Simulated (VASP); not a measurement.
Here is a VASP 6.6.1 calculation.

The input INCAR:

```
SYSTEM = Dy3Br
PREC = Accurate
ENCUT = 500
EDIFF = 1E-7
ISMEAR = 0
SIGMA = 0.1
LREAL = .FALSE.
LASPH = .TRUE.
NELM = 200
ALGO = Normal
ISIF = 3
LWAVE = .FALSE.
LCHARG = .FALSE.
GGA = PE
IBRION = 2
NSW = 100
EDIFFG = -0.01
GGA_COMPAT = .FALSE.
NELMIN = 4
LMAXMIX = 6
```

Contents of KPOINTS:

```
Automatic mesh
0
G
  10 10 10
  0 0 0
```

The input POSCAR:

```
Dy3Br
1.0
    4.9176200900      0.0000000000      0.0000000000
    0.0000000000      4.9176200900      0.0000000000
    0.0000000000      0.0000000000      4.7821894793
Dy Br
3 1
Direct
    0.5000000000      0.5000000000      0.0000000000
    0.5000000000      0.0000000000      0.5000000000
    0.0000000000      0.5000000000      0.5000000000
    0.0000000000      0.0000000000      0.0000000000
```

Potentials or basis: VASP PAW PBE potentials, release 64 (Dy_3, Br), 4f in core.

The run is started by

```console
$ cat potpaw_PBE.64/Dy_3/POTCAR potpaw_PBE.64/Br/POTCAR > POTCAR
$ mpirun -np 1 vasp_std > vasp.out
```

**Question.** What does it give for the band gap on the k mesh?

**Answer.** Zero (bands 17 and 18 overlap by 1.36 eV).

**Question.** What does it give for the space group after relaxing (to 0.1 Å)?

**Answer.** P4/mmm (No. 123).

The path:
```csv
step,energy change (eV),largest force (eV/Å),pressure (GPa),volume (Å³)
1,0.0000,0.0000,0.24,115.65
2,-0.0006,0.0000,0.03,116.39
```

Caveat: spin-orbit coupling is left out, which moves the levels of the heavy elements; the 4f electrons are frozen in the core, so they carry no moment and show no levels; the run has no spin polarisation, though such a crystal can be magnetic. Spin polarisation is off, so any magnetic state and its effect on volume and gap are missing.
